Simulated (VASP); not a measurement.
**W: single point with PBE**

Crystal: W.

```
W
1.0
    -1.58234    1.58234    1.58234
     1.58234   -1.58234    1.58234
     1.58234    1.58234   -1.58234
W
1
Direct
  0.00000 0.00000 0.00000
```

```yaml
Program: VASP 6.6.1
Task: single point
Functional: PBE
Potentials_or_basis: VASP PAW PBE potentials, release 64 (W_sv)
Cutoff: 520 eV
k_mesh: 15 × 15 × 15
Occupations: fermi-dirac, width 0.1 eV
Spin: no spin polarisation
Dipole_correction: no
Further_INCAR_settings: ALGO = Normal; EDIFF = 1e-07; NBANDS = 13
```

| Item | Value |
| --- | --- |
| Pressure | 6.3 GPa |
| Band gap on the k mesh | zero (band 7 reaches 16.10 eV, above the bottom of band 8 at 10.22 eV) |

Levels at points of the mesh, in eV from the Fermi level:
```tsv
k point	band 3	band 4	band 5	band 6	band 7	band 8	band 9	band 10	band 11	band 12
(0.00, 0.00, 0.00)	-37.72	-37.72	-9.61	-1.20	-1.20	-1.20	2.29	2.29	14.55	14.55
```

Wall time 8.9 s on 1 thread of Intel(R) Xeon(R) 6975P-C (Granite Rapids) (shared host), peak memory 0.13 GiB.

Caveat: spin-orbit coupling is left out, which moves the levels of the heavy elements.
